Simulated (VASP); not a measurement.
# Ba in VASP: further runs

The runs below take Ba through single point, with PBE+D3(BJ).

Program: VASP 6.6.1. These are calculated values, not measurements. Logs are shortened: lines on timing, memory, paths and dates and some standing lists are left out, and cuts for length are marked.

## (1) The cell of the first run

The cell holds a slab with vacuum, 27 atoms: a = 15.060 Å, b = 15.060 Å, c = 17.020 Å, α = 90.00°, β = 90.00°, γ = 90.00°.

## (2) Single point, PBE+D3(BJ)

Contents of INCAR:

```
ALGO = Normal ; EDIFF = 1E-6
ENCUT = 520 ; GGA = PE
ISIF = 2 ; ISMEAR = -1
IVDW = 12 ; LASPH = True
LCHARG = True ; LELF = True
LREAL = Auto ; LVHAR = True
LWAVE = False ; NBANDS = 154
NELM = 80 ; PREC = Accurate
SIGMA = 0.05
```

Contents of KPOINTS:

```
k-points
0
Gamma
  1 1 1
```

Contents of POSCAR:

```
Ba
1.0
   15.0600000000      0.0000000000      0.0000000000
    0.0000000000     15.0600000000      0.0000000000
    0.0000000000      0.0000000000     17.0200000000
Ba
27
Direct
    0.0000000000      0.0000000000      0.0587544066
    0.3333333333      0.0000000000      0.0587544066
    0.6666666667      0.0000000000      0.0587544066
    0.0000000000      0.3333333333      0.0587544066
    0.3333333333      0.3333333333      0.0587544066
    0.6666666667      0.3333333333      0.0587544066
    0.0000000000      0.6666666667      0.0587544066
    0.3333333333      0.6666666667      0.0587544066
    0.6666666667      0.6666666667      0.0587544066
    0.1635790173      0.1890504648      0.2231786134
    0.5066799469      0.1603320053      0.2024735605
    0.8359163347      0.1566733068      0.2133607521
    0.1521513944      0.4921845950      0.2003290247
    0.4883200531      0.4692961487      0.2061692127
    0.8256905710      0.4978818061      0.1932726204
    0.1638711819      0.8151394422      0.1891598120
    0.5112217795      0.8397875166      0.2040951821
    0.8130810093      0.8119920319      0.2186662750
    0.0090039841     -0.0175033201      0.3613572268
    0.3048273572     -0.0372642762      0.3609694477
    0.6541367862     -0.0037649402      0.3691245593
   -0.0073373174      0.3450796813      0.3413866040
    0.3144289509      0.3679017264      0.3729200940
    0.6524634794      0.3452456839      0.3654582844
    0.0118459495      0.6570053121      0.3696122209
    0.3342297477      0.6634661355      0.3563983549
    0.6221912351      0.6576693227      0.3699588719
```

Potentials or basis: VASP PAW PBE potentials, release 64 (Ba_sv).

Started as:

```sh
$ cat potpaw_PBE.64/Ba_sv/POTCAR > POTCAR
$ mpirun -np 1 vasp_gam > vasp.out
```

OUTCAR:

```text
EDIFF = 1E-6
   ENCUT = 520
   GGA = PE
   ISIF = 2
   ISMEAR = -1
   IVDW = 12
   LASPH = True
   LREAL = Auto
   NELM = 80
   PREC = Accurate
 IVDW          = 12

 ion  position               nearest neighbor table
   1  0.000  0.000  0.059-  12 4.31  16 4.33  10 4.69
   2  0.333  0.000  0.059-  11 4.32  17 4.37  16 4.38  10 4.74
   3  0.667  0.000  0.059-  17 4.17  11 4.20  12 4.36  18 4.50
   4  0.000  0.333  0.059-  13 4.10  15 4.27  10 4.32  12 4.48
   5  0.333  0.333  0.059-  14 3.99  13 4.36  10 4.37  11 4.43
   6  0.667  0.333  0.059-  15 4.14  14 4.21  11 4.31  12 4.53
   7  0.000  0.667  0.059-  16 4.00  13 4.24  15 4.31  18 4.49
   8  0.333  0.667  0.059-  16 4.05  17 4.48  13 4.49  14 4.54
   9  0.667  0.667  0.059-  18 4.13  15 4.18  17 4.29  14 4.73
  10  0.164  0.189  0.223-  22 4.02   4 4.32  23 4.35   5 4.37  19 4.54  13 4.58  20 4.65   1 4.69
                             2 4.74
  11  0.507  0.160  0.202-   3 4.20   6 4.31   2 4.32  21 4.37   5 4.43  24 4.50  14 4.66
  12  0.836  0.157  0.213-  22 4.29   1 4.31   3 4.36  19 4.47   4 4.48  21 4.51   6 4.53  24 4.73

  13  0.152  0.492  0.200-  22 4.05   4 4.10   7 4.24  23 4.25  25 4.35   5 4.36   8 4.49  10 4.58
                            26 4.61
  14  0.488  0.469  0.206-   5 3.99  24 4.12  23 4.15   6 4.21  27 4.46  26 4.52   8 4.54  11 4.66
                             9 4.73
  15  0.826  0.498  0.193-   6 4.14   9 4.18  22 4.24   4 4.27   7 4.31  24 4.55
  16  0.164  0.815  0.189-   7 4.00   8 4.05  20 4.24   1 4.33   2 4.38  26 4.46  25 4.51  19 4.51

  17  0.511  0.840  0.204-   3 4.17  21 4.25  27 4.28   9 4.29   2 4.37   8 4.48  20 4.50  26 4.57
                            18 4.57
  18  0.813  0.812  0.219-   9 4.13  21 4.47   7 4.49   3 4.50  27 4.51  17 4.57  25 4.58  19 4.60

  19  0.009  0.982  0.361-  20 4.47  12 4.47  16 4.51  10 4.54  18 4.60
  20  0.305  0.963  0.361-  16 4.24  19 4.47  17 4.50  26 4.53  10 4.65
  21  0.654  0.996  0.369-  17 4.25  11 4.37  18 4.47  12 4.51
  22  0.993  0.345  0.341-  10 4.02  13 4.05  15 4.24  12 4.29  25 4.73
  23  0.314  0.368  0.373-  14 4.15  13 4.25  10 4.35  26 4.47
  24  0.652  0.345  0.365-  14 4.12  11 4.50  15 4.55  27 4.73  12 4.73
  25  0.012  0.657  0.370-  13 4.35  16 4.51  18 4.58  22 4.73
  26  0.334  0.663  0.356-  27 4.34  16 4.46  23 4.47  14 4.52  20 4.53  17 4.57  13 4.61
  27  0.622  0.658  0.370-  17 4.28  26 4.34  14 4.46  18 4.51  24 4.73

  LATTYP: Found a simple tetragonal cell.
 ALAT       =    15.0600000000
 C/A-ratio  =     1.1301460823

  Lattice vectors:

 A1 = (  15.0600000000,   0.0000000000,   0.0000000000)
 A2 = (   0.0000000000,  15.0600000000,   0.0000000000)
 A3 = (   0.0000000000,   0.0000000000,  17.0200000000)

Analysis of symmetry for initial positions (statically):
=====================================================================
 Subroutine PRICEL returns:
 Original cell was already a primitive cell.

 Routine SETGRP: Setting up the symmetry group for a
 simple tetragonal supercell.

 Subroutine GETGRP returns: Found  1 space group operations
 (whereof  1 operations were pure point group operations)
 out of a pool of 16 trial point group operations.

The static configuration has the point symmetry C_1 .

Analysis of symmetry for dynamics (positions and initial velocities):
=====================================================================
 Subroutine PRICEL returns:
 Original cell was already a primitive cell.

 Routine SETGRP: Setting up the symmetry group for a
 simple tetragonal supercell.

 Subroutine GETGRP returns: Found  1 space group operations
 (whereof  1 operations were pure point group operations)
 out of a pool of 16 trial point group operations.

The dynamic configuration has the point symmetry C_1 .

 Subroutine INISYM returns: Found  1 space group operations
 (whereof  1 operations are pure point group operations),
 and found     1 'primitive' translations

----------------------------------------------------------------------------------------

                                     Primitive cell

  volume of cell :    3860.1973

  direct lattice vectors                    reciprocal lattice vectors
    15.060000000  0.000000000  0.000000000     0.066401062  0.000000000  0.000000000
     0.000000000 15.060000000  0.000000000     0.000000000  0.066401062  0.000000000
     0.000000000  0.000000000 17.020000000     0.000000000  0.000000000  0.058754407

  length of vectors
    15.060000000 15.060000000 17.020000000     0.066401062  0.066401062  0.058754407

  position of ions in fractional coordinates (direct lattice)
     0.000000000  0.000000000  0.058754407
     0.333333333  0.000000000  0.058754407
     0.666666667  0.000000000  0.058754407
     0.000000000  0.333333333  0.058754407
     0.333333333  0.333333333  0.058754407
     0.666666667  0.333333333  0.058754407
[... 19 lines left out ...]
     0.334229748  0.663466136  0.356398355
     0.622191235  0.657669323  0.369958872

  ion indices of the primitive-cell ions
   primitive index   ion index
                 1           1
                 2           2
                 3           3
                 4           4
                 5           5
                 6           6
[... 19 lines left out ...]
                26          26
                27          27

----------------------------------------------------------------------------------------

 KPOINTS: k-points

Automatic generation of k-mesh.
 Grid dimensions read from file:
 generate k-points for:    1    1    1

 Generating k-lattice:

  Cartesian coordinates                     Fractional coordinates (reciprocal lattice)
     0.066401062  0.000000000  0.000000000     1.000000000  0.000000000  0.000000000
     0.000000000  0.066401062  0.000000000     0.000000000  1.000000000  0.000000000
     0.000000000  0.000000000  0.058754407     0.000000000  0.000000000  1.000000000

  Length of vectors
     0.066401062  0.066401062  0.058754407

  Shift w.r.t. Gamma in fractional coordinates (k-lattice)
     0.000000000  0.000000000  0.000000000

 Subroutine IBZKPT returns following result:
 ===========================================

 Found      1 irreducible k-points:

 Following reciprocal coordinates:
            Coordinates               Weight
  0.000000  0.000000  0.000000      1.000000
   k-points           NKPTS =      1   k-points in BZ     NKDIM =      1   number of bands    NBANDS=    154
   number of dos      NEDOS =    301   number of ions     NIONS =     27
   total plane-waves  NPLWV = ******
   dimension x,y,z NGX =   112 NGY =  112 NGZ =  128
   dimension x,y,z NGXF=   224 NGYF=  224 NGZF=  256
   ions per type =              27
   NGX,Y,Z   is equivalent  to a cutoff of  12.36, 12.36, 12.50 a.u.
   NGXF,Y,Z  is equivalent  to a cutoff of  24.73, 24.73, 25.01 a.u.
 SYSTEM =  unknown system
   PREC   = accura    normal or accurate (medium, high low for compatibility)
   ISTART =      0    job   : 0-new  1-cont  2-samecut
   ICHARG =      2    charge: 1-file 2-atom 10-const
   ISPIN  =      1    spin polarized calculation?
   LNONCOLLINEAR =      F non collinear calculations
   LSORBIT =      F    spin-orbit coupling
   LASPH  =      T    aspherical Exc in radial PAW
   ENCUT  =  520.0 eV  38.22 Ry    6.18 a.u.  28.00 28.00 31.65*2*pi/ulx,y,z
   NELM   =     80;   NELMIN=  2; NELMDL= -5     # of ELM steps
   EDIFF  = 0.1E-05   stopping-criterion for ELM
   LREAL  =      T    real-space projection
   EDIFFG = 0.1E-04   stopping-criterion for IOM
   NSW    =      0    number of steps for IOM
   IBRION =     -1    ionic relax: 0-MD 1-quasi-New 2-CG
   NFREE  =      0    steps in history (QN), initial steepest desc. (CG)
   ISIF   =      2    stress and relaxation
   ISYM   =      2    0-nonsym 1-usesym 2-fastsym
   POTIM  = 0.5000    time-step for ionic-motion
   TEBEG  =    0.0;   TEEND  =   0.0 temperature during run
   PSTRESS=    0.0 pullay stress
   NELECT =     270.0000    total number of electrons
   NUPDOWN=      -1.0000    fix difference up-down
   EMIN   =  10.00;   EMAX   =-10.00  energy-range for DOS
   EFERMI =   0.00;   METHOD = LEGACY
   ISMEAR =    -1;   SIGMA  =   0.05  broadening in eV -4-tet -1-fermi 0-gaus
   EFERMI_NEDOS =   21; number of points for ismear=-14 and -15
   IALGO  =     38    algorithm
   IMIX   =      4    mixing-type and parameters
     AMIX     =   0.40;   BMIX     =  1.00
     AMIX_MAG =   1.60;   BMIX_MAG =  1.00
  volume/ion in A,a.u.               =     142.97       964.81
  Fermi-wavevector in a.u.,A,eV,Ry     =   0.674517  1.274652  6.190287  0.454973
  Thomas-Fermi vector in A             =   1.751259
   LORBIT       =      0    0 simple, 1 ext, 2 COOP (PROOUT), +10 PAW based schemes
   GGA     = PE    functional components
   LHFCALC =     F    Hartree Fock is set to
   AEXX    =    0.0000 exact exchange contribution
   IVDW    =    12    specifies the selected vdW correction
   LEPSILON=     F    determine dielectric tensor
   LRPA    =     F    only Hartree local field effects (RPA)
 non-spin polarized calculation
  energy-cutoff  :      520.00
  volume of cell :     3860.20
 maximum number of plane-waves:     51962
   NGX = 57   NGY = 57   NGZ = 63

 number of electron     269.9999998 magnetization

 Free energy of the ion-electron system (eV)
  ---------------------------------------------------
  ext. energy  EPLUGINS =         0.00000000
  ---------------------------------------------------
  free energy    TOTEN  =       -40.75927162 eV

  energy without entropy =      -40.25763381  energy(sigma->0) =      -40.50845271

 E-fermi :  -0.4070     XC(G=0):  -4.2957

 val. band max:       -0.4557176875   @ k =   0.0000   0.0000   0.0000
 cond. band min:      -0.3982251460   @ k =   0.0000   0.0000   0.0000
 fundamental gap:      0.0574925415
 Fermi energy:        -0.4069563528

 k-point     1 :       0.0000    0.0000    0.0000
  band No.  band energies     occupation
      1     -30.1333      2.00000
      2     -30.1272      2.00000
      3     -30.1251      2.00000
      4     -30.0841      2.00000
      5     -30.0771      2.00000
      6     -30.0479      2.00000
[... 139 lines left out ...]
    146      -0.0972      0.00407
    147      -0.0934      0.00377
 [bands above 147 left out]

------------------------ aborting loop because EDIFF is reached ----------------------------------------

 Edisp (eV)   -3.18648

 E8    (eV) :    -1.8991

  FORCE on cell =-STRESS in cart. coord.  units (eV):
  Direction    XX          YY          ZZ          XY          YZ          ZX
  --------------------------------------------------------------------------------------
  -------------------------------------------------------------------------------------
  Total     -13.40498   -13.38318    -1.08005     0.01183     1.14687     1.78332
  in kB      -5.56375    -5.55470    -0.44828     0.00491     0.47601     0.74017
  external pressure =       -3.86 kB  Pullay stress =        0.00 kB

 VOLUME and BASIS-vectors are now :
 -----------------------------------------------------------------------------
  energy-cutoff  :      520.00
  volume of cell :     3860.20
      direct lattice vectors                 reciprocal lattice vectors
    15.060000000  0.000000000  0.000000000     0.066401062  0.000000000  0.000000000
     0.000000000 15.060000000  0.000000000     0.000000000  0.066401062  0.000000000
     0.000000000  0.000000000 17.020000000     0.000000000  0.000000000  0.058754407

 POSITION                                       TOTAL-FORCE (eV/Angst)
 -----------------------------------------------------------------------------------
      0.00000      0.00000      1.00000         0.021110     -0.025276      0.113968
      5.02000      0.00000      1.00000        -0.079477      0.024955      0.056555
     10.04000      0.00000      1.00000         0.128743     -0.035726     -0.075487
      0.00000      5.02000      1.00000        -0.092196     -0.130303     -0.155132
      5.02000      5.02000      1.00000        -0.109595     -0.120301     -0.138725
     10.04000      5.02000      1.00000         0.013429     -0.127459     -0.095961
[... 19 lines left out ...]
      5.03350      9.99180      6.06590        -0.182239      0.009012     -0.196353
      9.37020      9.90450      6.29670         0.242078     -0.070433     -0.155914
 -----------------------------------------------------------------------------------
    total drift:                                0.003290     -0.000937     -0.000832

  FREE ENERGIE OF THE ION-ELECTRON SYSTEM (eV)
  ---------------------------------------------------
  free  energy   TOTEN  =       -43.9457501347 eV

  energy  without entropy=      -43.4441123254  energy(sigma->0) =      -43.69493123
```

Run time: 24 min. Hardware: 1 thread of Intel Xeon Platinum 8259CL at 2.50GHz (Skylake/Cascade Lake), shared host; peak memory 2.4 GiB.

What came out:

* Free energy: -43.9458 eV
* Largest force: 0.531 eV/Å
* Dispersion energy per atom: -0.118 eV

Forces in eV/Å, atoms in the order of the input:
```
Ba   0.021 -0.025  0.114
Ba  -0.079  0.025  0.057
Ba   0.129 -0.036 -0.075
Ba  -0.092 -0.130 -0.155
Ba  -0.110 -0.120 -0.139
Ba   0.013 -0.127 -0.096
Ba  -0.173 -0.056 -0.140
Ba   0.140 -0.145  0.023
Ba  -0.194 -0.119 -0.106
Ba   0.191 -0.448 -0.211
Ba  -0.226  0.109  0.307
Ba  -0.154  0.127  0.061
Ba   0.283  0.286  0.023
Ba   0.104  0.475 -0.012
Ba  -0.029  0.108  0.430
Ba  -0.051  0.171  0.440
Ba  -0.305 -0.100  0.081
Ba   0.280  0.183  0.039
Ba  -0.169 -0.002 -0.168
Ba   0.276  0.183 -0.157
Ba   0.070  0.018 -0.028
Ba  -0.209 -0.008  0.276
Ba   0.067 -0.183  0.007
Ba   0.170 -0.157 -0.040
Ba  -0.014  0.035 -0.177
Ba  -0.182  0.009 -0.196
Ba   0.242 -0.070 -0.156
```

Caveat: the k points lie up to 0.42 Å⁻¹ apart; spin-orbit coupling is left out, which moves the levels of the heavy elements.

## (3) Single point, PBE+D3(BJ)

Contents of INCAR:

```
SYSTEM = Ba
ALGO     = Normal         ! electronic algorithm
EDIFF    = 1E-6           ! SCF threshold, eV
ENCUT    = 520            ! plane-wave cutoff, eV
GGA      = PE             ! functional
ISIF     = 2              ! what is computed and relaxed
ISMEAR   = -1             ! smearing method
IVDW     = 12             ! dispersion correction
LASPH    = .True.         ! aspherical terms in the spheres
LCHARG   = .False.        ! write CHGCAR
LREAL    = Auto         
LWAVE    = .False.        ! write WAVECAR
NBANDS   = 154            ! bands
NELM     = 60             ! most SCF steps
PREC     = Accurate       ! precision mode
SIGMA    = 0.05           ! smearing width, eV
```

Contents of KPOINTS:

```
k-points
0
Gamma
  1 1 1
  0 0 0
```

Contents of POSCAR:

```
Ba
1.0
   15.0600000000      0.0000000000      0.0000000000
    0.0000000000     15.0600000000      0.0000000000
    0.0000000000      0.0000000000     17.0200000000
Ba
27
Direct
    0.0000000000      0.0000000000      0.0587544066
    0.3333333333      0.0000000000      0.0587544066
    0.6666666667      0.0000000000      0.0587544066
    0.0000000000      0.3333333333      0.0587544066
    0.3333333333      0.3333333333      0.0587544066
    0.6666666667      0.3333333333      0.0587544066
    0.0000000000      0.6666666667      0.0587544066
    0.3333333333      0.6666666667      0.0587544066
    0.6666666667      0.6666666667      0.0587544066
    0.1719189907      0.1773705179      0.2212455934
    0.4983067729      0.1626228420      0.2150940071
    0.8293625498      0.1580942895      0.2198707403
    0.1586387782      0.5031938911      0.1975734430
    0.4877490040      0.4774169987      0.2044300823
    0.8199734396      0.5023705179      0.2064277321
    0.1597808765      0.8140504648      0.2001351351
    0.5016334661      0.8381872510      0.2061515864
    0.8169389110      0.8102390438      0.2261633373
    0.0060690571     -0.0267197875      0.3577614571
    0.3033067729     -0.0467529880      0.3572561692
    0.6513612218     -0.0044156707      0.3756286722
   -0.0221181939      0.3507768924      0.3477379553
    0.3087649402      0.3753585657      0.3828965922
    0.6538911023      0.3435258964      0.3692303173
    0.0165471448      0.6537317397      0.3696415981
    0.3267065073      0.6621447543      0.3489952996
    0.6112682603      0.6489110226      0.3714336075
```

Potentials or basis: VASP PAW PBE potentials, release 64 (Ba_sv).

Started as:

```sh
$ cat potpaw_PBE.64/Ba_sv/POTCAR > POTCAR
$ mpirun -np 1 vasp_gam > vasp.out
```

It took 22 min on 1 thread of Intel Xeon Platinum 8259CL at 2.50GHz (Skylake/Cascade Lake), shared host; peak memory 2.4 GiB.

The run converged. Its results:

```
Free energy                : -44.2347 eV
Largest force              : 0.391 eV/Å
Dispersion energy per atom : -0.118 eV
```

Forces in eV/Å, atoms in the order of the input:
```
Ba  -0.009 -0.033  0.180
Ba  -0.084  0.001  0.069
Ba   0.056 -0.029  0.056
Ba  -0.091 -0.076  0.040
Ba  -0.089 -0.115 -0.114
Ba   0.006 -0.115  0.009
Ba  -0.215 -0.029 -0.084
Ba   0.084 -0.032 -0.013
Ba  -0.147 -0.059 -0.037
Ba  -0.049 -0.119 -0.026
Ba  -0.154  0.055  0.100
Ba  -0.061  0.048 -0.031
Ba   0.082 -0.117  0.135
Ba   0.065  0.280  0.071
Ba  -0.018  0.121  0.102
Ba  -0.043  0.149 -0.009
Ba  -0.053 -0.103  0.057
Ba   0.063  0.133 -0.077
Ba  -0.136  0.117 -0.071
Ba   0.276  0.277  0.010
Ba   0.059 -0.030 -0.061
Ba   0.175 -0.135  0.101
Ba   0.072 -0.168 -0.136
Ba   0.066 -0.138 -0.044
Ba  -0.042  0.038 -0.075
Ba  -0.086  0.021 -0.046
Ba   0.272  0.059 -0.106
```

Levels at points of the mesh, in eV from the Fermi level:
| k point | band 131 | band 132 | band 133 | band 134 | band 135 | band 136 | band 137 | band 138 | band 139 | band 140 |
| --- | --- | --- | --- | --- | --- | --- | --- | --- | --- | --- |
| (0.00, 0.00, 0.00) | -0.11 | -0.10 | -0.09 | -0.08 | -0.06 | 0.01 | 0.09 | 0.11 | 0.12 | 0.15 |

Caveat: the k points lie up to 0.42 Å⁻¹ apart; spin-orbit coupling is left out, which moves the levels of the heavy elements.
